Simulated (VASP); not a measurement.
The system is Al5GaN6.

```xyz
12
Lattice="3.1478 0.0000 0.0000 -1.5739 2.7261 0.0000 0.0000 0.0000 15.1384" Properties=species:S:1:pos:R:3 pbc="T T T"
Al    0.0000    1.8174    5.0423
Al    1.5739    0.9087    2.5192
Al    0.0000    1.8174   10.0884
Al    1.5739    0.9087    7.5653
Al    1.5739    0.9087   12.6115
N     0.0000    1.8174    1.9214
N     1.5739    0.9087    4.4445
N     0.0000    1.8174    6.9676
N     1.5739    0.9087    9.4906
N     0.0000    1.8174   12.0137
N     1.5739    0.9087   14.5368
Ga    0.0000    1.8174   15.1345
```

| Property | Result |
| --- | --- |
| Program | VASP 6.6.1 |
| Task | relaxation of cell and atoms |
| Functional | PBE |
| Potentials or basis | VASP PAW PBE potentials, release 64 (Al, N, Ga_d) |
| Cutoff | 600 eV |
| k mesh | 12 × 12 × 2 |
| Occupations | gaussian, width 0.02 eV |
| Spin | no spin polarisation |

At the start: pressure -0.1 GPa; volume 10.83 Å³/atom.

How do energy, volume and symmetry change on relaxing?

Over 11 steps the energy falls by 6.6 meV/atom and the volume is 10.81 Å³/atom (-0.1 %); space group P3m1 (No. 156, to 0.1 Å) before and after.

The path:
```csv
step,energy change (eV),largest force (eV/Å),pressure (GPa),volume (Å³)
1,0.0000,1.1021,-0.11,129.91
2,-0.0504,0.6137,0.03,129.77
3,-0.0511,0.5504,-0.01,129.79
4,-0.0662,0.3488,0.02,129.74
5,-0.0662,0.3536,0.02,129.74
6,-0.0731,0.2141,0.00,129.76
7,-0.0735,0.2669,-0.01,129.76
8,-0.0774,0.1572,-0.01,129.76
9,-0.0775,0.1761,-0.01,129.76
10,-0.0790,0.0195,0.00,129.74
11,-0.0790,0.0075,0.00,129.74
```

Final structure:
```
Al N Ga
1.0
     3.14172    0.00000    0.00000
    -1.57086    2.72081    0.00000
     0.00000    0.00000   15.17777
Al N Ga
5 6 1
Direct
  0.33333 0.66667 0.33490
  0.66667 0.33333 0.16982
  0.33333 0.66667 0.66489
  0.66667 0.33333 0.49991
  0.66667 0.33333 0.82975
  0.33333 0.66667 0.13141
  0.66667 0.33333 0.29580
  0.33333 0.66667 0.46083
  0.66667 0.33333 0.62579
  0.33333 0.66667 0.79082
  0.66667 0.33333 0.95566
  0.33333 0.66667 0.00042
```
